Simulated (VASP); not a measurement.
MnPt2, 3 atoms in the cell. The structure is trigonal, space group P-3m1 (No. 164). Conventional cell: a = 2.858 Å, b = 2.858 Å, c = 6.533 Å, α = 90.00°, β = 90.00°, γ = 120.00°. Mn (site symmetry -3m) has 6 Pt at 2.64 Å and 6 Mn at 2.86 Å within 3.5 Å. Within 3.5 Å of Pt (site symmetry 3m) lie 3 Mn at 2.64 Å and 9 Pt at 2.86 to 2.91 Å. 

* Program: VASP 6.6.1
* Task: single point
* Functional: PBEsol
* Potentials or basis: VASP PAW PBE potentials, release 64 (Mn_pv, Pt)
* Cutoff: 520 eV
* k mesh: 18 × 18 × 8
* Occupations: gaussian, width 0.1 eV
* Spin: collinear spin, ferrimagnetic start
* Starting moments: [4.0, 1.0, -1.0] μB
* Dipole correction: no
* Further INCAR settings: ALGO = Normal; EDIFF = 1e-06; NBANDS = 28

Potentials or basis: VASP PAW PBE potentials, release 64 (Mn_pv, Pt).

Run with:

```console
$ cat potpaw_PBE.64/Mn_pv/POTCAR potpaw_PBE.64/Pt/POTCAR > POTCAR
$ mpirun -np 1 vasp_std > vasp.out
```

Hardware: 1 thread of Oxide Virtual Turin-like Processor, on a shared host.

How long does it take, and how much memory?

It took 21 min on 1 thread of Oxide Virtual Turin-like Processor (shared host), peak memory 0.55 GiB. Counts: scf iterations 17, k points 266.
